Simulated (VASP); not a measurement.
HfZrTe4: single point with PBE

The system is HfZrTe4.

```xyz
6
Lattice="3.9725 0.0000 0.0000 -1.9863 3.4403 0.0000 0.0000 0.0000 14.2523" Properties=species:S:1:pos:R:3 pbc="T T T"
Zr    0.0000    0.0000    0.0000
Hf    0.0000    0.0000    7.1261
Te    0.0000    2.2935    1.8012
Te    0.0000    2.2935    8.8999
Te    1.9863    1.1468    5.3523
Te    1.9863    1.1468   12.4511
```

| Property | Result |
| --- | --- |
| Program | VASP 6.6.1 |
| Task | single point |
| Functional | PBE |
| Potentials or basis | VASP PAW PBE potentials, release 64 (Zr_sv, Hf_pv, Te) |
| Cutoff | 520 eV |
| k mesh | 12 × 12 × 4 |
| Occupations | gaussian, width 0.1 eV |
| Spin | no spin polarisation |
| Dipole correction | no |
| Further INCAR settings | ALGO = Normal; EDIFF = 1e-06; NBANDS = 32 |

The pressure is -0.1 GPa. The largest force is 0.022 eV/Å. The band gap on the k mesh is zero (band 23 reaches 5.65 eV, above the bottom of band 24 at 5.05 eV).

Forces on the atoms (eV/Å):
```
Zr   0.000  0.000  0.000
Hf   0.000  0.000  0.000
Te   0.000  0.000  0.017
Te   0.000  0.000 -0.022
Te   0.000  0.000  0.022
Te   0.000  0.000 -0.017
```

Levels at points of the mesh, in eV from the Fermi level:
```
           k point  band 21  band 22  band 23  band 24  band 25  band 26
(0.00, 0.00, 0.00)     0.28     0.45     0.45     0.71     0.72     0.72
(0.50, 0.00, 0.00)    -1.26    -1.13    -0.81    -0.15     0.09     2.03
(0.00, 0.00, 0.50)     0.32     0.42     0.42     0.72     0.72     0.92
(0.50, 0.00, 0.50)    -1.67    -1.07    -0.86    -0.03     0.04     2.03
```

It took 4.8 min on 1 thread of Intel(R) Xeon(R) 6975P-C (Granite Rapids) (shared host), peak memory 0.6 GiB.

Caveat: spin-orbit coupling is left out, which moves the levels of the heavy elements; this functional lacks dispersion, which binds the layers, so the pressure and a relaxed spacing across them are unreliable.
